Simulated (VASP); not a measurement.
# GaN (P6/mmm) in VASP: notebook, part 2 of 2

VASP 6.6.1. Earlier steps stand in the parts before.

## 4. Single point, PBE

This run uses another cell than the first one, of 39.36 Å³/atom, 1.043 times its volume.

The input, INCAR:

```
ALGO = Normal
EDIFF = 1E-6
ENCUT = 520
GGA = PE
ISIF = 2
ISMEAR = -1
LASPH = T
LCHARG = F
LREAL = F
LWAVE = F
NBANDS = 16
NELM = 80
PREC = Accurate
SIGMA = 0.05
```

The input, KPOINTS:

```
k-points
0
Gamma
  6 6 8
```

The input, POSCAR:

```
GaN
1.0
    5.1952757208      0.0000000000      0.0000000000
   -2.5976378604      4.4992388155      0.0000000000
    0.0000000000      0.0000000000      3.3673469654
Ga N
1 1
Direct
    0.0000000000      0.0000000000      0.5000000000
    0.0000000000      0.0000000000      0.0000000000
```

Potentials or basis: VASP PAW PBE potentials, release 64 (Ga_d, N).

Launch:

```
> cat potpaw_PBE.64/Ga_d/POTCAR potpaw_PBE.64/N/POTCAR > POTCAR
> mpirun -np 1 vasp_std > vasp.out
```

OUTCAR:

```text
EDIFF = 1E-6
   ENCUT = 520
   GGA = PE
   ISIF = 2
   ISMEAR = -1
   LASPH = T
   LREAL = F
   NELM = 80
   PREC = Accurate

 ion  position               nearest neighbor table
   1  0.000  0.000  0.500-   2 1.68   2 1.68
   2  0.000  0.000  0.000-   1 1.68   1 1.68

  LATTYP: Found a hexagonal cell.
 ALAT       =     5.1952757208
 C/A-ratio  =     0.6481555833

  Lattice vectors:

 A1 = (   5.1952757208,   0.0000000000,   0.0000000000)
 A2 = (  -2.5976378604,   4.4992388155,   0.0000000000)
 A3 = (   0.0000000000,   0.0000000000,   3.3673469654)

Analysis of symmetry for initial positions (statically):
=====================================================================
 Subroutine PRICEL returns:
 Original cell was already a primitive cell.

 Routine SETGRP: Setting up the symmetry group for a
 hexagonal supercell.

 Subroutine GETGRP returns: Found 24 space group operations
 (whereof 24 operations were pure point group operations)
 out of a pool of 24 trial point group operations.

The static configuration has the point symmetry D_6h.

Analysis of symmetry for dynamics (positions and initial velocities):
=====================================================================
 Subroutine PRICEL returns:
 Original cell was already a primitive cell.

 Routine SETGRP: Setting up the symmetry group for a
 hexagonal supercell.

 Subroutine GETGRP returns: Found 24 space group operations
 (whereof 24 operations were pure point group operations)
 out of a pool of 24 trial point group operations.

[... 104 lines left out ...]
   IBRION =     -1    ionic relax: 0-MD 1-quasi-New 2-CG
   NFREE  =      0    steps in history (QN), initial steepest desc. (CG)
   ISIF   =      2    stress and relaxation
   ISYM   =      2    0-nonsym 1-usesym 2-fastsym
   POTIM  = 0.5000    time-step for ionic-motion
   TEBEG  =    0.0;   TEEND  =   0.0 temperature during run
   PSTRESS=    0.0 pullay stress
   NELECT =      18.0000    total number of electrons
   NUPDOWN=      -1.0000    fix difference up-down
   EMIN   =  10.00;   EMAX   =-10.00  energy-range for DOS
   EFERMI =   0.00;   METHOD = LEGACY
   ISMEAR =    -1;   SIGMA  =   0.05  broadening in eV -4-tet -1-fermi 0-gaus
   EFERMI_NEDOS =   21; number of points for ismear=-14 and -15
   IALGO  =     38    algorithm
   IMIX   =      4    mixing-type and parameters
     AMIX     =   0.40;   BMIX     =  1.00
     AMIX_MAG =   1.60;   BMIX_MAG =  1.00
  volume/ion in A,a.u.               =      39.36       265.58
  Fermi-wavevector in a.u.,A,eV,Ry     =   1.001122  1.891847 13.636384  1.002246
  Thomas-Fermi vector in A             =   2.133524
   LORBIT       =      0    0 simple, 1 ext, 2 COOP (PROOUT), +10 PAW based schemes
   GGA     = PE    functional components
   LHFCALC =     F    Hartree Fock is set to
   AEXX    =    0.0000 exact exchange contribution
   IVDW    =     0    specifies the selected vdW correction
   LEPSILON=     F    determine dielectric tensor
   LRPA    =     F    only Hartree local field effects (RPA)
 non-spin polarized calculation
  energy-cutoff  :      520.00
  volume of cell :       78.71
 maximum number of plane-waves:      2155
 NGX is ok and might be reduce to    40
   NGX = 19   NGY = 19   NGZ = 13

 number of electron      18.0000013 magnetization

 Free energy of the ion-electron system (eV)
  ---------------------------------------------------
  ext. energy  EPLUGINS =         0.00000000
  ---------------------------------------------------
  free energy    TOTEN  =        -9.45099791 eV

  energy without entropy =       -9.45099772  energy(sigma->0) =       -9.45099782

 E-fermi :  -1.4950     XC(G=0):  -5.5538

 val. band max:       -2.1978510158   @ k =   0.0000   0.0000   0.5000
 cond. band min:      -0.9469586226   @ k =   0.0000   0.0000   0.0000
 fundamental gap:      1.2508923933
 Fermi energy:        -1.4949733619

 k-point     1 :       0.0000    0.0000    0.0000
  band No.  band energies     occupation
      1     -18.7181      2.00000
      2     -16.5509      2.00000
      3     -16.5509      2.00000
      4     -16.3752      2.00000
      5     -16.3752      2.00000
      6     -13.7209      2.00000
[... 433 lines left out ...]
      3     -16.5470      2.00000
      4     -16.4830      2.00000
      5     -16.4827      2.00000
      6     -14.8727      2.00000
[... 8 lines left out ...]
     15       8.7299      0.00000
     16       9.2305      0.00000

 [... further k-points ...]
[... 5 lines left out ...]
  --------------------------------------------------------------------------------------
  -------------------------------------------------------------------------------------
  Total        0.0161553      0.0161553      1.0314087     -0.0000000     -0.0000000      0.0000000
  in kB        0.3288446      0.3288443     20.9945161     -0.0000000     -0.0000000      0.0000000
  external PRESSURE =       7.2174016 kB  Pullay stress =       0.0000000 kB

 VOLUME and BASIS-vectors are now :
 -----------------------------------------------------------------------------
  energy-cutoff  :      520.00
  volume of cell :       78.71
      direct lattice vectors                 reciprocal lattice vectors
     5.195275721  0.000000000  0.000000000     0.192482566  0.111129909  0.000000000
    -2.597637860  4.499238816  0.000000000     0.000000000  0.222259818  0.000000000
     0.000000000  0.000000000  3.367346965     0.000000000  0.000000000  0.296969695

 POSITION                                       TOTAL-FORCE (eV/Angst)
 -----------------------------------------------------------------------------------
      0.00000      0.00000      1.68367         0.000000      0.000000      0.000000
      0.00000      0.00000      0.00000        -0.000000      0.000000      0.000000
 -----------------------------------------------------------------------------------
    total drift:                               -0.000000     -0.000000      0.000000

  FREE ENERGIE OF THE ION-ELECTRON SYSTEM (eV)
  ---------------------------------------------------
  free  energy   TOTEN  =        -9.4509979117 eV

  energy  without entropy=       -9.4509977236  energy(sigma->0) =       -9.45099782
```

stdout:

```text
POSCAR found type information on POSCAR GaN
 POSCAR found :  2 types and       2 ions
 scaLAPACK will be used
 LDA part: xc-table for (Slater+PW92), standard interpolation
 POSCAR, INCAR and KPOINTS ok, starting setup
 FFT: planning ... GRIDC
 FFT: planning ... GRID_SOFT
 FFT: planning ... GRID
 WAVECAR not read
 entering main loop
```

It took 36 s on 1 thread of Intel Xeon Platinum 8488C (Sapphire Rapids), shared host; peak memory 0.21 GiB.

Results:

- Free energy: -9.4510 eV
- Pressure: 0.7 GPa
- Band gap on the k mesh: 1.25 eV, indirect (least direct gap 2.98 eV)

Stress tensor (GPa, compression positive):
```
0.03 0.00 0.00
0.00 0.03 0.00
0.00 0.00 2.10
```

Levels at points of the mesh, in eV from the valence-band top:
```
           k point  band 5  band 6  band 7  band 8  band 9  band 10  band 11  band 12  band 13  band 14
(0.00, 0.00, 0.00)  -14.18  -11.52   -3.81   -1.73   -1.73     1.25     6.21     7.66     7.66     8.27
(0.50, 0.00, 0.00)  -14.18  -11.50   -3.80   -2.08   -1.80     2.11     4.85     6.28     6.98    10.85
(0.00, 0.00, 0.50)  -14.30  -13.06   -6.49    0.00    0.00     4.46     4.46     5.43     6.57    11.16
(0.50, 0.00, 0.50)  -14.30  -13.05   -6.44   -0.16   -0.03     3.22     4.18     6.76     8.60     8.74
```

A k mesh can miss the band edges. As with any semilocal functional, this PBE gap is likely too small.

## 5. Single point, PBE

This run uses another cell than the first one, of 40.16 Å³/atom, 1.064 times its volume.

The input, INCAR:

```
  ALGO = Normal
  EDIFF = 1E-6
  ENCUT = 520
  GGA = PE
  ISIF = 2
  ISMEAR = -1
  LASPH = True
  LCHARG = False
  LREAL = False
  LWAVE = False
  NBANDS = 16
  NELM = 60
  PREC = Accurate
  SIGMA = 0.05
```

KPOINTS is that of step 4.

The input, POSCAR:

```
GaN
1.0
    5.2303800000      0.0000000000      0.0000000000
   -2.6151900000      4.5296400000      0.0000000000
    0.0000000000      0.0000000000      3.3901000000
Ga N
1 1
Direct
    0.0000000000      0.0000000000      0.5000000000
    0.0000000000      0.0000000000      0.0000000000
```

Launch:

```
> cat potpaw_PBE.64/Ga_d/POTCAR potpaw_PBE.64/N/POTCAR > POTCAR
> mpirun -np 1 vasp_std > vasp.out
```

Wall time 34 s (1 thread of Intel Xeon Platinum 8488C (Sapphire Rapids), shared host); peak memory 0.21 GiB.

It converged, with:

```
Free energy            : -9.4534 eV
Pressure               : -0.2 GPa
Band gap on the k mesh : 1.16 eV, indirect (least direct gap 2.85 eV)
```

Stress tensor (GPa, compression positive):
```
 0.03  0.00  0.00
 0.00  0.03  0.00
 0.00  0.00 -0.74
```

Levels at points of the mesh, in eV from the valence-band top:
| k point | band 5 | band 6 | band 7 | band 8 | band 9 | band 10 | band 11 | band 12 | band 13 | band 14 |
| --- | --- | --- | --- | --- | --- | --- | --- | --- | --- | --- |
| (0.00, 0.00, 0.00) | -14.21 | -11.56 | -3.79 | -1.69 | -1.69 | 1.16 | 6.08 | 7.54 | 7.54 | 8.22 |
| (0.50, 0.00, 0.00) | -14.21 | -11.54 | -3.79 | -2.03 | -1.76 | 1.97 | 4.82 | 6.23 | 6.89 | 10.69 |
| (0.00, 0.00, 0.50) | -14.33 | -13.02 | -6.49 | 0.00 | 0.00 | 4.40 | 4.40 | 5.37 | 6.54 | 11.07 |
| (0.50, 0.00, 0.50) | -14.33 | -13.01 | -6.44 | -0.16 | -0.03 | 3.20 | 4.13 | 6.65 | 8.54 | 8.68 |

A k mesh can miss the band edges. Expect the measured gap to be larger: semilocal functionals such as PBE lack the derivative discontinuity.

## 6. Single point, PBE

This run uses another cell than the first one, of 40.96 Å³/atom, 1.085 times its volume.

The input, INCAR:

```
SYSTEM = GaN
  PREC = Accurate
  ENCUT = 520
  EDIFF = 1E-6
  ISMEAR = -1
  SIGMA = 0.05
  LREAL = .FALSE.
  LASPH = .TRUE.
  NELM = 60
  ALGO = Normal
  ISIF = 2
  LWAVE = .FALSE.
  LCHARG = .FALSE.
  GGA = PE
  NBANDS = 16
```

The input, KPOINTS:

```
Automatic mesh
0
G
  6 6 8
  0 0 0
```

The input, POSCAR:

```
GaN
1.0
    5.2650192876      0.0000000000      0.0000000000
   -2.6325096438      4.5596384901      0.0000000000
    0.0000000000      0.0000000000      3.4125516477
Ga N
1 1
Direct
    0.0000000000      0.0000000000      0.5000000000
    0.0000000000      0.0000000000      0.0000000000
```

Potentials or basis: VASP PAW PBE potentials, release 64 (Ga_d, N).

Launch:

```
> cat potpaw_PBE.64/Ga_d/POTCAR potpaw_PBE.64/N/POTCAR > POTCAR
> mpirun -np 1 vasp_std > vasp.out
```

It took 33 s on 1 thread of Intel Xeon Platinum 8488C (Sapphire Rapids), shared host; peak memory 0.21 GiB.

It converged, with:

```
Free energy            : -9.4466 eV
Pressure               : -1.1 GPa
Band gap on the k mesh : 1.08 eV, indirect (least direct gap 2.73 eV)
```

Stress tensor (GPa, compression positive):
```
 0.02  0.00  0.00
 0.00  0.02  0.00
 0.00  0.00 -3.32
```

Levels at points of the mesh, in eV from the valence-band top:
```csv
k point,band 5,band 6,band 7,band 8,band 9,band 10,band 11,band 12,band 13,band 14
"(0.00, 0.00, 0.00)",-14.24,-11.59,-3.78,-1.65,-1.65,1.08,5.96,7.43,7.43,8.18
"(0.50, 0.00, 0.00)",-14.24,-11.57,-3.77,-1.98,-1.72,1.82,4.79,6.19,6.80,10.54
"(0.00, 0.00, 0.50)",-14.35,-12.98,-6.49,0.00,0.00,4.34,4.34,5.30,6.51,10.99
"(0.50, 0.00, 0.50)",-14.35,-12.97,-6.44,-0.15,-0.03,3.18,4.08,6.54,8.49,8.62
```

## 7. Overview

```csv
cell,gap on the mesh (eV),pressure (GPa)
"a = 5.124, b = 5.124, c = 3.321 Å, angles 90.0, 90.0, 120.0°, 2 atoms",1.42,2.9
"a = 5.160, b = 5.160, c = 3.344 Å, angles 90.0, 90.0, 120.0°, 2 atoms",1.34,1.8
"a = 5.195, b = 5.195, c = 3.367 Å, angles 90.0, 90.0, 120.0°, 2 atoms",1.25,0.7
"a = 5.230, b = 5.230, c = 3.390 Å, angles 90.0, 90.0, 120.0°, 2 atoms",1.16,-0.2
"a = 5.265, b = 5.265, c = 3.413 Å, angles 90.0, 90.0, 120.0°, 2 atoms",1.08,-1.1
```

Alike in all rows: task single point; level PBE; potentials or basis VASP PAW PBE potentials, release 64 (Ga_d, N); no spin polarisation; k mesh 6 × 6 × 8; cutoff (eV) 520; smearing fermi-dirac 0.05 eV.

Absolute energies hang on the potentials; compare differences alone.
